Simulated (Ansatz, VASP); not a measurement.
# One calculation of Hg, two programs

```
Hg
1.0
     3.06375    0.00060    0.00000
     1.53093    2.65709    0.00000
     0.00827    1.69521    8.39930
Hg
1
Cartesian
  1.5319 0.0003 0.0000
```

Change from the starting cell: strain -0.050 along x and y, -0.025 along z, atoms carried along.

Alike in both runs: task single point; functional PBEsol; k mesh 10 × 10 × 4; occupations gaussian, width 0.05 eV; no spin polarisation.

|  | VASP | Ansatz |
| --- | --- | --- |
| version | VASP 6.6.1 | Ansatz 0.2.0 |
| potentials or method | VASP PAW PBE potentials, release 64 (Hg), cutoff 520 eV | scalar-relativistic, plane waves, PAW |
| valence electrons in the cell | 12 | 20 |

```tsv
	VASP	Ansatz	Ansatz less VASP
gap on the k mesh at the Fermi level (eV)	none	none	-
pressure (GPa)	0.6	0.5	-0.13
traceless stress, the component that is largest in VASP (GPa)	-0.65	-0.48	+0.165
```

VASP's potentials were made for PBE, not for PBEsol. A gap of «none» marks a metal or a gap that the smearing closes. VASP's potentials hold 12 valence electrons a cell and Ansatz's 20, so a difference there can come from the potentials and not from the codes.

Spin-orbit coupling is off throughout.
